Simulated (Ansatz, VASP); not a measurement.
## One calculation of Pd, two programs

File INCAR:

```
PREC = Accurate ; ENCUT = 600
EDIFF = 1E-6 ; ISMEAR = -1
SIGMA = 0.05 ; LREAL = False
LASPH = True ; NELM = 100
ALGO = Normal ; ISIF = 3
LWAVE = False ; LCHARG = False
GGA = PE ; IBRION = 2
NSW = 45 ; EDIFFG = -0.005
```

Contents of KPOINTS:

```
regular mesh
0
Gamma
  18 18 18
```

The input POSCAR:

```
Pd
1.0
    0.0000000000      1.9712891000      1.9712891000
    1.9712891000      0.0000000000      1.9712891000
    1.9712891000      1.9712891000      0.0000000000
Pd
1
Direct
    0.0000000000      0.0000000000      0.0000000000
```

Input for Ansatz:

```yaml
crystal:
  lattice:
    - [0.0, 1.9712891, 1.9712891]
    - [1.9712891, 0.0, 1.9712891]
    - [1.9712891, 1.9712891, 0.0]
  atoms:
    - { symbol: Pd, position: [0.0, 0.0, 0.0] }
kpoints:
  mp_grid: { grid: [18, 18, 18] }
scf:
  occupations: { method: fermi_dirac, width: 0.05 }
hamiltonian:
  xc: pbe
  pseudopotentials: { kind: all_electron, lapw: { basis_error: 0.0005 } }
output:
  forces: true
  stress: true
  eigenvalues: true
  populations: true
relax:
  f_tol: 0.005
  max_steps: 25
  cell: {}
```

Alike in both runs: task relaxation of cell and atoms; functional PBE; k mesh 18 × 18 × 18; occupations fermi-dirac, width 0.05 eV; no spin polarisation.

|  | VASP | Ansatz |
| --- | --- | --- |
| version | VASP 6.6.1 | Ansatz 0.2.0 |
| potentials or method | VASP PAW PBE potentials, release 64 (Pd), cutoff 600 eV | all-electron LAPW, scalar-relativistic |

|  | VASP | Ansatz | Ansatz less VASP |
| --- | --- | --- | --- |
| relaxed volume (Å³/atom) | 15.29 | 15.31 | +0.021 |
| relaxed cell length with the largest relative difference (Å) | 2.786 | 2.787 | +0.0013 |

Ansatz ran all-electron here, and VASP with PAW potentials.
